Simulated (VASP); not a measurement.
Crystal: Be3Pd.

```
Be Pd
1.0
    -1.66031    1.66031    3.60172
     1.66031   -1.66031    3.60172
     1.66031    1.66031   -3.60172
Be Pd
3 1
Direct
  0.75000 0.25000 0.50000
  0.25000 0.75000 0.50000
  0.50000 0.50000 0.00000
  0.00000 0.00000 0.00000
```

- Program: VASP 6.6.1
- Task: relaxation of cell and atoms
- Functional: LDA
- Potentials or basis: VASP PAW LDA potentials, release 64 (Be, Pd)
- Cutoff: 600 eV
- k mesh: 9 × 9 × 9
- Occupations: fermi-dirac, width 0.1 eV
- Spin: no spin polarisation

At the start: pressure -7.5 GPa; volume 9.93 Å³/atom.

Question: How do energy, volume and symmetry change on relaxing?

Answer: Over 6 steps the energy falls by 11.6 meV/atom and the volume is 9.46 Å³/atom (-4.7 %); space group I4/mmm (No. 139, to 0.05 Å).

Step by step:
```
step  energy change (eV)  largest force (eV/Å)  pressure (GPa)  volume (Å³)
   1              0.0000                0.0000           -7.50        39.71
   2             -0.0390                0.0000            3.42        37.10
   3             -0.0464                0.0000            0.01        37.82
   4             -0.0464                0.0000           -0.16        37.85
   5             -0.0465                0.0000           -0.15        37.85
   6             -0.0466                0.0000           -0.14        37.85
```

Final structure:
```xyz
4
Lattice="-1.6364 1.6364 3.5337 1.6364 -1.6364 3.5337 1.6364 1.6364 -3.5337" Properties=species:S:1:pos:R:3 pbc="T T T"
Be    0.0000    1.6364    1.7669
Be    1.6364    0.0000    1.7669
Be    0.0000    0.0000    3.5337
Pd    0.0000    0.0000    0.0000
```
